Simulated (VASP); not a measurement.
**GaP: single point with PBEsol**

GaP:

```
Ga P
1.0
     0.00000    2.72581    2.72581
     2.72581    0.00000    2.72581
     2.72581    2.72581    0.00000
Ga P
1 1
Direct
  0.00000 0.00000 0.00000
  0.25000 0.25000 0.25000
```

```yaml
Program: VASP 6.6.1
Task: single point
Functional: PBEsol
Potentials_or_basis: VASP PAW PBE potentials, release 64 (Ga_d, P)
Cutoff: 500 eV
k_mesh: 6 × 6 × 6
Occupations: gaussian, width 0.1 eV
Spin: no spin polarisation
```

```json
{
  "Pressure": "-0.7 GPa",
  "Band gap on the k mesh": "1.51 eV, indirect (least direct gap 1.74 eV)"
}
```

Levels at points of the mesh, in eV from the valence-band top:
```
           k point  band 7  band 8  band 9  band 10  band 11  band 12
(0.00, 0.00, 0.00)    0.00    0.00    0.00     1.74     3.82     3.82
(0.50, 0.00, 0.00)   -6.70   -1.13   -1.13     1.58     4.65     4.65
(0.50, 0.50, 0.00)   -6.81   -2.71   -2.71     1.51     1.71    10.54
```

Wall time 8 s on 1 thread of Intel(R) Xeon(R) Platinum 8375C CPU @ 2.90GHz (Ice Lake) (shared host), peak memory 0.15 GiB.

Caveat: the PAW data sets were made with another functional, which shifts forces and pressure a little. A k mesh can miss the band edges.
